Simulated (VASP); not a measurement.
# Ca2YAlC6N6 (Fm-3m) in VASP: single point with PBE

Aim: the single point of Ca2YAlC6N6 with PBE.

Program: VASP 6.6.1. These are calculated values, not measurements. Logs are shortened: lines on timing, memory, paths and dates and some standing lists are left out, and cuts for length are marked.

### Step 1. The cell of the first run

The structure is cubic, space group Fm-3m (No. 225). The conventional cell has a = 11.216 Å, b = 11.216 Å, c = 11.216 Å, α = 90.00°, β = 90.00°, γ = 90.00°. Ca (site symmetry -43m) has 12 C at 3.98 Å and 12 N at 4.06 Å and 4 Y at 4.86 Å and 4 Al at 4.86 Å within 5.2 Å. Within 3.3 Å of Y (site symmetry m-3m) lie 6 C at 2.49 Å. Within 2.6 Å of Al (site symmetry m-3m) lie 6 N at 1.94 Å. Within 1.6 Å of C (site symmetry 4mm) lie 1 N at 1.18 Å. Within 1.6 Å of N (site symmetry 4mm) lie 1 C at 1.18 Å.

### Step 2. Single point, PBE, collinear spin, ferromagnetic start

Contents of INCAR:

```
PREC     = Accurate       # precision mode
ENCUT    = 520            # plane-wave cutoff, eV
EDIFF    = 1E-6           # SCF threshold, eV
ISMEAR   = 0              # smearing method
SIGMA    = 0.1            # smearing width, eV
LREAL    = Auto         
LASPH    = T              # aspherical terms in the spheres
NELM     = 150            # most SCF steps
ALGO     = Normal         # electronic algorithm
ISIF     = 2              # what is computed and relaxed
LWAVE    = F              # write WAVECAR
LCHARG   = F              # write CHGCAR
ISPIN    = 2              # spin polarisation
MAGMOM   = 0 0 0 0 1 1 1 1 1 1 1 1 1 1 1 1 # initial moments
LORBIT   = 11             # projections on sites
LMAXMIX  = 4              # l up to which the mixer works
GGA      = PE             # functional
NBANDS   = 62             # bands
```

Contents of KPOINTS:

```
regular mesh
0
Gamma
  4 4 4
```

Contents of POSCAR:

```
Ca2YAlC6N6
1.0
    0.0000000000      5.6080300340      5.6080300340
    5.6080300340      0.0000000000      5.6080300340
    5.6080300340      5.6080300340      0.0000000000
Ca Y Al C N
2 1 1 6 6
Direct
    0.2500000000      0.2500000000      0.2500000000
    0.7500000000      0.7500000000      0.7500000000
    0.0000000000      0.0000000000      0.0000000000
    0.5000000000      0.5000000000      0.5000000000
    0.7779627809      0.2220372191      0.2220372191
    0.2220372191      0.7779627809      0.2220372191
    0.2220372191      0.2220372191      0.7779627809
    0.2220372191      0.7779627809      0.7779627809
    0.7779627809      0.2220372191      0.7779627809
    0.7779627809      0.7779627809      0.2220372191
    0.6729394262      0.3270605738      0.3270605738
    0.3270605738      0.6729394262      0.3270605738
    0.3270605738      0.3270605738      0.6729394262
    0.3270605738      0.6729394262      0.6729394262
    0.6729394262      0.3270605738      0.6729394262
    0.6729394262      0.6729394262      0.3270605738
```

Potentials or basis: VASP PAW PBE potentials, release 64 (Ca_sv, Y_sv, Al, C, N).

Started as:

```sh
> cat potpaw_PBE.64/Ca_sv/POTCAR potpaw_PBE.64/Y_sv/POTCAR potpaw_PBE.64/Al/POTCAR potpaw_PBE.64/C/POTCAR potpaw_PBE.64/N/POTCAR > POTCAR
> mpirun -np 1 vasp_std > vasp.out
```

OUTCAR:

```text
PREC = Accurate
   ENCUT = 520
   EDIFF = 1E-6
   ISMEAR = 0
   LREAL = Auto
   LASPH = T
   NELM = 150
   ISIF = 2
   ISPIN = 2
   LORBIT = 11
   GGA = PE

 ion  position               nearest neighbor table
   1  0.250  0.250  0.250-
   2  0.750  0.750  0.750-
   3  0.000  0.000  0.000-   5 2.49   6 2.49   7 2.49   8 2.49   9 2.49  10 2.49
   4  0.500  0.500  0.500-  11 1.94  12 1.94  13 1.94  14 1.94  15 1.94  16 1.94
   5  0.778  0.222  0.222-  11 1.18   3 2.49
   6  0.222  0.778  0.222-  12 1.18   3 2.49
   7  0.222  0.222  0.778-  13 1.18   3 2.49
   8  0.222  0.778  0.778-  14 1.18   3 2.49
   9  0.778  0.222  0.778-  15 1.18   3 2.49
  10  0.778  0.778  0.222-  16 1.18   3 2.49
  11  0.673  0.327  0.327-   5 1.18   4 1.94
  12  0.327  0.673  0.327-   6 1.18   4 1.94
  13  0.327  0.327  0.673-   7 1.18   4 1.94
  14  0.327  0.673  0.673-   8 1.18   4 1.94
  15  0.673  0.327  0.673-   9 1.18   4 1.94
  16  0.673  0.673  0.327-  10 1.18   4 1.94

  LATTYP: Found a face centered cubic cell.
 ALAT       =    11.2160600680

  Lattice vectors:

 A1 = (   0.0000000000,   5.6080300340,   5.6080300340)
 A2 = (   5.6080300340,   0.0000000000,   5.6080300340)
 A3 = (   5.6080300340,   5.6080300340,   0.0000000000)

Analysis of symmetry for initial positions (statically):
=====================================================================
 Subroutine PRICEL returns:
 Original cell was already a primitive cell.

 Routine SETGRP: Setting up the symmetry group for a
 face centered cubic supercell.

 Subroutine GETGRP returns: Found 48 space group operations
 (whereof 48 operations were pure point group operations)
 out of a pool of 48 trial point group operations.

The static configuration has the point symmetry O_h .

Analysis of symmetry for dynamics (positions and initial velocities):
=====================================================================
 Subroutine PRICEL returns:
 Original cell was already a primitive cell.

 Routine SETGRP: Setting up the symmetry group for a
 face centered cubic supercell.

 Subroutine GETGRP returns: Found 48 space group operations
 (whereof 48 operations were pure point group operations)
 out of a pool of 48 trial point group operations.

The dynamic configuration has the point symmetry O_h .

Analysis of structural, dynamic, and magnetic symmetry:
=====================================================================
 Subroutine PRICEL returns:
 Original cell was already a primitive cell.

 Routine SETGRP: Setting up the symmetry group for a
 face centered cubic supercell.

 Subroutine GETGRP returns: Found 48 space group operations
 (whereof 48 operations were pure point group operations)
 out of a pool of 48 trial point group operations.

The overall configuration has the point symmetry O_h .

 Subroutine INISYM returns: Found 48 space group operations
 (whereof 48 operations are pure point group operations),
 and found     1 'primitive' translations

----------------------------------------------------------------------------------------

                                     Primitive cell

  volume of cell :     352.7451

  direct lattice vectors                    reciprocal lattice vectors
     0.000000000  5.608030034  5.608030034    -0.089157868  0.089157868  0.089157868
     5.608030034  0.000000000  5.608030034     0.089157868 -0.089157868  0.089157868
     5.608030034  5.608030034  0.000000000     0.089157868  0.089157868 -0.089157868

  length of vectors
     7.930952132  7.930952132  7.930952132     0.154425957  0.154425957  0.154425957

  position of ions in fractional coordinates (direct lattice)
     0.250000000  0.250000000  0.250000000
     0.750000000  0.750000000  0.750000000
     0.000000000  0.000000000  0.000000000
     0.500000000  0.500000000  0.500000000
     0.777962781  0.222037219  0.222037219
     0.222037219  0.777962781  0.222037219
[... 69 lines left out ...]
   dimension x,y,z NGX =    60 NGY =   60 NGZ =   60
   dimension x,y,z NGXF=   120 NGYF=  120 NGZF=  120
   ions per type =               2   1   1   6   6
   NGX,Y,Z   is equivalent  to a cutoff of  12.58, 12.58, 12.58 a.u.
   NGXF,Y,Z  is equivalent  to a cutoff of  25.15, 25.15, 25.15 a.u.
 SYSTEM =  unknown system
   PREC   = accura    normal or accurate (medium, high low for compatibility)
   ISTART =      0    job   : 0-new  1-cont  2-samecut
   ICHARG =      2    charge: 1-file 2-atom 10-const
   ISPIN  =      2    spin polarized calculation?
   LNONCOLLINEAR =      F non collinear calculations
   LSORBIT =      F    spin-orbit coupling
   LASPH  =      T    aspherical Exc in radial PAW
   ENCUT  =  520.0 eV  38.22 Ry    6.18 a.u.  14.75 14.75 14.75*2*pi/ulx,y,z
   NELM   =    150;   NELMIN=  2; NELMDL= -5     # of ELM steps
   EDIFF  = 0.1E-05   stopping-criterion for ELM
   LREAL  =      T    real-space projection
   EDIFFG = 0.1E-04   stopping-criterion for IOM
   NSW    =      0    number of steps for IOM
   IBRION =     -1    ionic relax: 0-MD 1-quasi-New 2-CG
   NFREE  =      0    steps in history (QN), initial steepest desc. (CG)
   ISIF   =      2    stress and relaxation
   ISYM   =      2    0-nonsym 1-usesym 2-fastsym
   POTIM  = 0.5000    time-step for ionic-motion
   TEBEG  =    0.0;   TEEND  =   0.0 temperature during run
   PSTRESS=    0.0 pullay stress
   NELECT =      88.0000    total number of electrons
   NUPDOWN=      -1.0000    fix difference up-down
   EMIN   =  10.00;   EMAX   =-10.00  energy-range for DOS
   EFERMI =   0.00;   METHOD = LEGACY
   ISMEAR =     0;   SIGMA  =   0.10  broadening in eV -4-tet -1-fermi 0-gaus
   EFERMI_NEDOS =   21; number of points for ismear=-14 and -15
   IALGO  =     38    algorithm
   IMIX   =      4    mixing-type and parameters
     AMIX     =   0.40;   BMIX     =  1.00
     AMIX_MAG =   1.60;   BMIX_MAG =  1.00
  volume/ion in A,a.u.               =      22.05       148.78
  Fermi-wavevector in a.u.,A,eV,Ry     =   1.030581  1.947515 14.450705  1.062097
  Thomas-Fermi vector in A             =   2.164686
   LORBIT       =     11    0 simple, 1 ext, 2 COOP (PROOUT), +10 PAW based schemes
   GGA     = PE    functional components
   LHFCALC =     F    Hartree Fock is set to
   AEXX    =    0.0000 exact exchange contribution
   IVDW    =     0    specifies the selected vdW correction
   LEPSILON=     F    determine dielectric tensor
   LRPA    =     F    only Hartree local field effects (RPA)
 spin polarized calculation
 Gauss-broadening in eV      SIGMA  =   0.10
  energy-cutoff  :      520.00
  volume of cell :      352.75
 maximum number of plane-waves:      9558
 NGX is ok and might be reduce to    60
   NGX = 29   NGY = 29   NGZ = 29

 number of electron      87.9999995 magnetization      -0.1153578

 number of electron      87.9999995 magnetization       0.0095454

 Free energy of the ion-electron system (eV)
  ---------------------------------------------------
  ext. energy  EPLUGINS =         0.00000000
  ---------------------------------------------------
  free energy    TOTEN  =      -117.74379653 eV

  energy without entropy =     -117.70724209  energy(sigma->0) =     -117.72551931

 E-fermi :   1.8783     XC(G=0):  -7.5912

 val. band max:        1.8477174620   @ k =   0.5000   0.0000   0.0000
 cond. band min:       1.8976149668   @ k =   0.5000   0.5000   0.0000
 fundamental gap:      0.0498975048
 Fermi energy:         1.8783406830

 spin component 1

 k-point     1 :       0.0000    0.0000    0.0000
  band No.  band energies     occupation
      1     -42.4071      1.00000
      2     -42.4071      1.00000
      3     -40.8253      1.00000
      4     -23.3207      1.00000
      5     -23.3207      1.00000
      6     -23.3207      1.00000
[... 461 lines left out ...]
     55       3.2480      0.00000
     56       3.2480      0.00000
 Fermi energy:         1.8783406830

 spin component 2

 k-point     1 :       0.0000    0.0000    0.0000
  band No.  band energies     occupation
      1     -42.4065      1.00000
      2     -42.4065      1.00000
      3     -40.8255      1.00000
      4     -23.3200      1.00000
      5     -23.3200      1.00000
      6     -23.3200      1.00000
[... 461 lines left out ...]
     55       3.2498      0.00000
     56       3.2498      0.00000
 [bands above 56 left out]

------------------------ aborting loop because EDIFF is reached ----------------------------------------

  FORCE on cell =-STRESS in cart. coord.  units (eV):
  Direction    XX          YY          ZZ          XY          YZ          ZX
  --------------------------------------------------------------------------------------
  -------------------------------------------------------------------------------------
  Total        0.6184136      0.6184136      0.6184136     -0.0000000      0.0000000     -0.0000000
  in kB        2.8088506      2.8088506      2.8088506     -0.0000000      0.0000000     -0.0000000
  external PRESSURE =       2.8088506 kB  Pullay stress =       0.0000000 kB

 VOLUME and BASIS-vectors are now :
 -----------------------------------------------------------------------------
  energy-cutoff  :      520.00
  volume of cell :      352.75
      direct lattice vectors                 reciprocal lattice vectors
     0.000000000  5.608030034  5.608030034    -0.089157868  0.089157868  0.089157868
     5.608030034  0.000000000  5.608030034     0.089157868 -0.089157868  0.089157868
     5.608030034  5.608030034  0.000000000     0.089157868  0.089157868 -0.089157868

 POSITION                                       TOTAL-FORCE (eV/Angst)
 -----------------------------------------------------------------------------------
      2.80402      2.80402      2.80402        -0.000000      0.000000     -0.000000
      8.41205      8.41205      8.41205        -0.000000      0.000000     -0.000000
      0.00000      0.00000      0.00000        -0.000000      0.000000      0.000000
      5.60803      5.60803      5.60803        -0.000000      0.000000     -0.000000
      2.49038      5.60803      5.60803        -0.393212      0.000000      0.000000
      5.60803      2.49038      5.60803        -0.000000     -0.393212      0.000000
[... 8 lines left out ...]
      5.60803      7.54773      5.60803        -0.000000     -0.401287      0.000000
      5.60803      5.60803      7.54773        -0.000000      0.000000     -0.401287
 -----------------------------------------------------------------------------------
    total drift:                               -0.000000     -0.000000     -0.000000

  FREE ENERGIE OF THE ION-ELECTRON SYSTEM (eV)
  ---------------------------------------------------
  free  energy   TOTEN  =      -117.7437965309 eV

  energy  without entropy=     -117.7072420853  energy(sigma->0) =     -117.72551931

 total charge

# of ion       s       p       d       f       tot
--------------------------------------------------
    1        2.119   5.798   0.041   0.000   7.958
    2        2.119   5.798   0.041   0.000   7.958
    3        2.169   6.432   0.916   0.062   9.578
    4        0.292   0.406   0.000   0.000   0.698
    5        0.969   1.581   0.000   0.000   2.550
    6        0.969   1.581   0.000   0.000   2.550
[... 8 lines left out ...]
   15        1.307   2.627   0.000   0.000   3.934
   16        1.307   2.627   0.000   0.000   3.934
--------------------------------------------------
tot         20.356  43.678   0.998   0.062  65.094

 magnetization (x)

# of ion       s       p       d       f       tot
--------------------------------------------------
    1        0.001  -0.000   0.000   0.000   0.001
    2        0.001  -0.000   0.000   0.000   0.001
    3       -0.000  -0.000  -0.000   0.000  -0.000
    4        0.000   0.000   0.000   0.000   0.000
    5        0.000  -0.000   0.000   0.000  -0.000
    6        0.000  -0.000   0.000   0.000  -0.000
[... 8 lines left out ...]
   15        0.000   0.000   0.000   0.000   0.000
   16        0.000   0.000   0.000   0.000   0.000
--------------------------------------------------
tot          0.001   0.000  -0.000   0.000   0.002
```

Wall time 21 min (1 thread of AMD EPYC 7R13, shared host); peak memory 0.79 GiB.

Results:

* Free energy: -117.7438 eV
* Pressure: 0.3 GPa
* Largest force: 0.401 eV/Å
* Band gap on the k mesh: zero (filled and empty bands overlap)
* Net moment: 0.01 μB per cell
* Valence electrons inside the program's atomic spheres: Ca 7.96; Y 9.58; Al 0.70; C 2.55; N 3.93

Forces on the atoms (eV/Å):
```
Ca   0.000  0.000  0.000
Ca   0.000  0.000  0.000
Y    0.000  0.000  0.000
Al   0.000  0.000  0.000
C   -0.393  0.000  0.000
C    0.000 -0.393  0.000
C    0.000  0.000 -0.393
C    0.393  0.000  0.000
C    0.000  0.393  0.000
C    0.000  0.000  0.393
N    0.401  0.000  0.000
N    0.000  0.401  0.000
N    0.000  0.000  0.401
N   -0.401  0.000  0.000
N    0.000 -0.401  0.000
N    0.000  0.000 -0.401
```
